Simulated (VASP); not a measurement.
Input of a VASP 6.6.1 run:

The input INCAR:

```
SYSTEM = Tc
PREC     = Accurate       ! precision mode
ENCUT    = 520            ! plane-wave cutoff, eV
EDIFF    = 1E-7           ! SCF threshold, eV
ISMEAR   = -1             ! smearing method
SIGMA    = 0.03           ! smearing width, eV
LREAL    = .False.        ! projectors in reciprocal space
LASPH    = .True.         ! aspherical terms in the spheres
NELM     = 80             ! most SCF steps
ALGO     = Normal         ! electronic algorithm
ISIF     = 2              ! what is computed and relaxed
LWAVE    = .False.        ! write WAVECAR
LCHARG   = .False.        ! write CHGCAR
GGA      = PS             ! functional
NBANDS   = 12             ! bands
```

The input KPOINTS:

```
Automatic mesh
0
Gamma
  18 18 18
  0 0 0
```

POSCAR

```
Tc
1.0
    0.0000000000      1.9369123573      1.9369123573
    1.9369123573      0.0000000000      1.9369123573
    1.9369123573      1.9369123573      0.0000000000
Tc
1
Direct
    0.0000000000      0.0000000000      0.0000000000
```

Potentials or basis: VASP PAW PBE potentials, release 64 (Tc_pv).

Run with:

```console
$ cat potpaw_PBE.64/Tc_pv/POTCAR > POTCAR
$ mpirun -np 1 vasp_std > vasp.out
```

(1) What does it give for the pressure?

(2) What does it give for the band gap on the k mesh?

## Answers

(1) -10.4 GPa.

(2) zero (an odd number of electrons rules out a gap without spin polarisation).

Caveat: the cell stands under tension; the PAW data sets were made with another functional, which shifts forces and pressure a little.
